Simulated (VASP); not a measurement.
# NaF in VASP: settings compared

Aim: see how the results for NaF move with the level of theory and the settings. Levels: r2SCAN, HSE06. Tasks: single point.

Program: VASP 6.6.1. These are calculated values, not measurements. Logs are shortened: lines on timing, memory, paths and dates and some standing lists are left out, and cuts for length are marked.

### 1 The cell of the first run

It takes space group R-3m (No. 166, trigonal). The conventional cell has a = 3.249 Å, b = 3.249 Å, c = 8.080 Å, α = 90.00°, β = 90.00°, γ = 120.00°. Na (site symmetry -3m) has 6 F at 2.31 Å within 3.1 Å. Within 3.1 Å of F (site symmetry -3m) lie 6 Na at 2.31 Å.

### 2 Single point, r2SCAN (strain along [111] +1.5%)

POSCAR

```
NaF
1.0
    0.0235842590      2.3207523471      2.3207523471
    2.3207523471      0.0235842590      2.3207523471
    2.3207523471      2.3207523471      0.0235842590
Na F
1 1
Direct
    0.0000000000      0.0000000000      0.0000000000
    0.5000000000      0.5000000000      0.5000000000
```

INCAR.step1

```
  ALGO = Normal
  EDIFF = 1E-4
  ENCUT = 520
  GGA = PE
  ISMEAR = 0
  LASPH = T
  LCHARG = F
  LREAL = F
  LWAVE = T
  NBANDS = 14
  NELM = 100
  PREC = Accurate
  SIGMA = 0.01
```

INCAR.step2

```
  ALGO = Normal
  EDIFF = 1E-6
  ENCUT = 520
  ISIF = 2
  ISMEAR = 0
  ISTART = 1
  LASPH = T
  LCHARG = F
  LMIXTAU = T
  LREAL = F
  LWAVE = F
  METAGGA = R2SCAN
  NBANDS = 14
  NELM = 100
  PREC = Accurate
  SIGMA = 0.01
```

KPOINTS

```
k-points
0
Gamma
  10 10 10
```

Potentials or basis: VASP PAW PBE potentials, release 64 (Na_pv, F).

Launch:

```sh
$ cat potpaw_PBE.64/Na_pv/POTCAR potpaw_PBE.64/F/POTCAR > POTCAR
$ cp INCAR.step1 INCAR
$ mpirun -np 1 vasp_std > vasp.out
$ cp INCAR.step2 INCAR
$ mpirun -np 1 vasp_std > vasp.out
```

OUTCAR:

```text
EDIFF = 1E-6
   ENCUT = 520
   ISIF = 2
   ISMEAR = 0
   ISTART = 1
   LASPH = T
   LREAL = F
   METAGGA = R2SCAN
   NELM = 100
   PREC = Accurate

 ion  position               nearest neighbor table
   1  0.000  0.000  0.000-   2 2.31   2 2.31   2 2.31   2 2.31   2 2.31   2 2.31
   2  0.500  0.500  0.500-   1 2.31   1 2.31   1 2.31   1 2.31   1 2.31   1 2.31

  LATTYP: Found a trigonal (rhomboedric) cell.
 ALAT       =     3.2821241796
 COS(alpha) =     0.5101359917

  Lattice vectors:

 A1 = (   0.0235842590,   2.3207523471,   2.3207523471)
 A2 = (   2.3207523471,   0.0235842590,   2.3207523471)
 A3 = (   2.3207523471,   2.3207523471,   0.0235842590)

Analysis of symmetry for initial positions (statically):
=====================================================================
 Subroutine PRICEL returns:
 Original cell was already a primitive cell.

 Routine SETGRP: Setting up the symmetry group for a
 trigonal (rhombohedral) supercell.

 Subroutine GETGRP returns: Found 12 space group operations
 (whereof 12 operations were pure point group operations)
 out of a pool of 12 trial point group operations.

The static configuration has the point symmetry D_3d.

Analysis of symmetry for dynamics (positions and initial velocities):
=====================================================================
 Subroutine PRICEL returns:
 Original cell was already a primitive cell.

 Routine SETGRP: Setting up the symmetry group for a
 trigonal (rhombohedral) supercell.

 Subroutine GETGRP returns: Found 12 space group operations
 (whereof 12 operations were pure point group operations)
 out of a pool of 12 trial point group operations.

The dynamic configuration has the point symmetry D_3d.

 Subroutine INISYM returns: Found 12 space group operations
 (whereof 12 operations are pure point group operations),
 and found     1 'primitive' translations

----------------------------------------------------------------------------------------

                                     Primitive cell

  volume of cell :      24.6176

  direct lattice vectors                    reciprocal lattice vectors
     0.023584259  2.320752347  2.320752347    -0.218759673  0.216558929  0.216558929
     2.320752347  0.023584259  2.320752347     0.216558929 -0.218759673  0.216558929
     2.320752347  2.320752347  0.023584259     0.216558929  0.216558929 -0.218759673

  length of vectors
[... 84 lines left out ...]
   EDIFFG = 0.1E-04   stopping-criterion for IOM
   NSW    =      0    number of steps for IOM
   IBRION =     -1    ionic relax: 0-MD 1-quasi-New 2-CG
   NFREE  =      0    steps in history (QN), initial steepest desc. (CG)
   ISIF   =      2    stress and relaxation
   ISYM   =      2    0-nonsym 1-usesym 2-fastsym
   POTIM  = 0.5000    time-step for ionic-motion
   TEBEG  =    0.0;   TEEND  =   0.0 temperature during run
   PSTRESS=    0.0 pullay stress
   NELECT =      14.0000    total number of electrons
   NUPDOWN=      -1.0000    fix difference up-down
   EMIN   =  10.00;   EMAX   =-10.00  energy-range for DOS
   EFERMI =   0.00;   METHOD = LEGACY
   ISMEAR =     0;   SIGMA  =   0.01  broadening in eV -4-tet -1-fermi 0-gaus
   EFERMI_NEDOS =   21; number of points for ismear=-14 and -15
   IALGO  =     38    algorithm
   IMIX   =      4    mixing-type and parameters
     AMIX     =   0.40;   BMIX     =  1.00
     AMIX_MAG =   1.60;   BMIX_MAG =  1.00
  volume/ion in A,a.u.               =      12.31        83.06
  Fermi-wavevector in a.u.,A,eV,Ry     =   1.356341  2.563114 25.030121  1.839662
  Thomas-Fermi vector in A             =   2.483353
   LORBIT       =      0    0 simple, 1 ext, 2 COOP (PROOUT), +10 PAW based schemes
   METAGGA = R2SCAN    functional components
   LHFCALC =     F    Hartree Fock is set to
   AEXX    =    0.0000 exact exchange contribution
   IVDW    =     0    specifies the selected vdW correction
   LEPSILON=     F    determine dielectric tensor
   LRPA    =     F    only Hartree local field effects (RPA)
 non-spin polarized calculation
 Gauss-broadening in eV      SIGMA  =   0.01
  energy-cutoff  :      520.00
  volume of cell :       24.62
 maximum number of plane-waves:       678
   NGX = 13   NGY = 13   NGZ = 13

 number of electron      13.9999988 magnetization

 Free energy of the ion-electron system (eV)
  ---------------------------------------------------
  ext. energy  EPLUGINS =         0.00000000
  ---------------------------------------------------
  free energy    TOTEN  =       -12.60005922 eV

  energy without entropy =      -12.60005922  energy(sigma->0) =      -12.60005922

 E-fermi :  -2.6107     XC(G=0):  -9.8291

 val. band max:       -2.6651961538   @ k =   0.0000   0.0000   0.0000
 cond. band min:       4.5519072385   @ k =   0.0000   0.0000   0.0000
 fundamental gap:      7.2171033923
 Fermi energy:        -2.6107148580

 k-point     1 :       0.0000    0.0000    0.0000
  band No.  band energies     occupation
      1     -22.9927      2.00000
      2     -22.1507      2.00000
      3     -22.1507      2.00000
      4     -22.1481      2.00000
      5      -2.7075      2.00000
      6      -2.6652      2.00000
      7      -2.6652      2.00000
      8       4.5519      0.00000
      9      16.9289      0.00000
     10      17.3103      0.00000
     11      17.3103      0.00000
     12      19.8512      0.00000
     13      22.4848      0.00000
     14      22.4848      0.00000
[... 377 lines left out ...]
      1     -23.0376      2.00000
      2     -22.1980      2.00000
      3     -22.1881      2.00000
      4     -21.9860      2.00000
      5      -3.8489      2.00000
      6      -3.0489      2.00000
      7      -3.0293      2.00000
      8       8.9049      0.00000
      9      11.8809      0.00000
     10      15.4072      0.00000
     11      18.2226      0.00000
     12      18.3694      0.00000
     13      24.1991      0.00000
     14      25.1752      0.00000

 [... further k-points ...]
[... 5 lines left out ...]
  --------------------------------------------------------------------------------------
  -------------------------------------------------------------------------------------
  Total       -0.2253378     -0.2253378     -0.2253378     -0.0321622     -0.0321622     -0.0321622
  in kB      -14.6655781    -14.6655781    -14.6655781     -2.0931997     -2.0931997     -2.0931997
  external PRESSURE =     -14.6655781 kB  Pullay stress =       0.0000000 kB

 VOLUME and BASIS-vectors are now :
 -----------------------------------------------------------------------------
  energy-cutoff  :      520.00
  volume of cell :       24.62
      direct lattice vectors                 reciprocal lattice vectors
     0.023584259  2.320752347  2.320752347    -0.218759673  0.216558929  0.216558929
     2.320752347  0.023584259  2.320752347     0.216558929 -0.218759673  0.216558929
     2.320752347  2.320752347  0.023584259     0.216558929  0.216558929 -0.218759673

 POSITION                                       TOTAL-FORCE (eV/Angst)
 -----------------------------------------------------------------------------------
      0.00000      0.00000      0.00000         0.000000      0.000000     -0.000000
      2.33254      2.33254      2.33254        -0.000000      0.000000      0.000000
 -----------------------------------------------------------------------------------
    total drift:                                0.000000     -0.000000      0.000000

  FREE ENERGIE OF THE ION-ELECTRON SYSTEM (eV)
  ---------------------------------------------------
  free  energy   TOTEN  =       -12.6000592246 eV

  energy  without entropy=      -12.6000592246  energy(sigma->0) =      -12.60005922
```

OUTCAR.step1:

```text
EDIFF = 1E-4
   ENCUT = 520
   GGA = PE
   ISMEAR = 0
   LASPH = T
[... 629 lines left out ...]
 -----------------------------------------------------------------------------------
      0.00000      0.00000      0.00000        -0.000000      0.000000      0.000000
      2.33254      2.33254      2.33254         0.000000     -0.000000     -0.000000
 -----------------------------------------------------------------------------------
    total drift:                                0.000000     -0.000000      0.000000

  FREE ENERGIE OF THE ION-ELECTRON SYSTEM (eV)
  ---------------------------------------------------
  free  energy   TOTEN  =        -8.5566470317 eV

  energy  without entropy=       -8.5566470317  energy(sigma->0) =       -8.55664703
```

OSZICAR.step1:

```text
N       E                     dE             d eps       ncg     rms          rms(c)
DAV:   1     0.108858299532E+03    0.10886E+03   -0.77709E+03  3278   0.122E+03
DAV:   2    -0.401427579909E+01   -0.11287E+03   -0.10442E+03  3590   0.340E+02
DAV:   3    -0.940937643395E+01   -0.53951E+01   -0.53822E+01  4034   0.687E+01
DAV:   4    -0.945041445748E+01   -0.41038E-01   -0.41036E-01  3584   0.651E+00
DAV:   5    -0.945083383993E+01   -0.41938E-03   -0.41938E-03  4058   0.651E-01    0.542E+00
DAV:   6    -0.856432184565E+01    0.88651E+00   -0.30660E+00  3876   0.149E+01    0.181E+00
DAV:   7    -0.855467853152E+01    0.96433E-02   -0.29733E-02  3380   0.204E+00    0.106E+00
DAV:   8    -0.855611154088E+01   -0.14330E-02   -0.28232E-02  3506   0.331E+00    0.147E-01
DAV:   9    -0.855673150258E+01   -0.61996E-03   -0.40033E-03  4148   0.591E-01    0.117E-01
DAV:  10    -0.855664703175E+01    0.84471E-04   -0.71742E-04  3584   0.319E-01
   1 F= -.85566470E+01 E0= -.85566470E+01  d E =-.887060E-23
```

Wall time 60 s (1 thread of Intel Xeon Platinum 8259CL at 2.50GHz (Skylake/Cascade Lake), shared host); peak memory 0.16 GiB.

What came out:

| Quantity | Value |
| --- | --- |
| Free energy | -12.6001 eV |
| Pressure | -1.5 GPa |
| Band gap on the k mesh | 7.22 eV |

Levels at points of the mesh, in eV from the valence-band top:
| k point | band 5 | band 6 | band 7 | band 8 | band 9 | band 10 |
| --- | --- | --- | --- | --- | --- | --- |
| (0.00, 0.00, 0.00) | -0.04 | 0.00 | 0.00 | 7.22 | 19.59 | 19.98 |
| (0.50, 0.00, 0.00) | -1.58 | -0.31 | -0.28 | 11.68 | 13.54 | 21.36 |
| (0.50, 0.50, 0.00) | -1.29 | -0.44 | -0.40 | 13.94 | 14.14 | 14.94 |
| (0.50, 0.50, 0.50) | -1.60 | -0.26 | -0.26 | 11.68 | 13.36 | 21.69 |

Caveat: the cell differs from its parent crystal (strain along [111] +1.5%); the PAW data sets were made with another functional, which shifts forces and pressure a little.

[end of part 1 of 2]
